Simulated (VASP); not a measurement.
Input of a VASP 6.6.1 run:

File INCAR:

```
SYSTEM = Sb2Pt
PREC = Accurate
ENCUT = 520
EDIFF = 1E-6
ISMEAR = 0
SIGMA = 0.1
LREAL = .FALSE.
LASPH = .TRUE.
NELM = 100
ALGO = Normal
ISIF = 2
LWAVE = .FALSE.
LCHARG = .FALSE.
GGA = PS
NBANDS = 17
```

The input KPOINTS:

```
Automatic mesh
0
G
  18 18 18
  0 0 0
```

POSCAR

```
Sb2Pt
1.0
   -1.6332804805      1.6332804805      6.2153121885
    1.6332804805     -1.6332804805      6.2153121885
    1.6332804805      1.6332804805     -6.2153121885
Sb Pt
2 1
Direct
    0.3630422442      0.3630422442      0.0000000000
    0.6369577558      0.6369577558      0.0000000000
    0.0000000000      0.0000000000      0.0000000000
```

Potentials or basis: VASP PAW PBE potentials, release 64 (Sb, Pt).

Launch:

```console
$ cat potpaw_PBE.64/Sb/POTCAR potpaw_PBE.64/Pt/POTCAR > POTCAR
$ mpirun -np 1 vasp_std > vasp.out
```

Question: What does it give for the largest force?

Answer: 0.011 eV/Å.

Question: What does it give for the band gap on the k mesh?

Answer: Zero (bands 10 and 11 overlap by 2.62 eV).

Forces in eV/Å, atoms in the order of the input:
```
Sb   0.000  0.000 -0.011
Sb   0.000  0.000  0.011
Pt   0.000  0.000  0.000
```

Caveat: the PAW data sets were made with another functional, which shifts forces and pressure a little; spin-orbit coupling is left out, which moves the levels of the heavy elements.
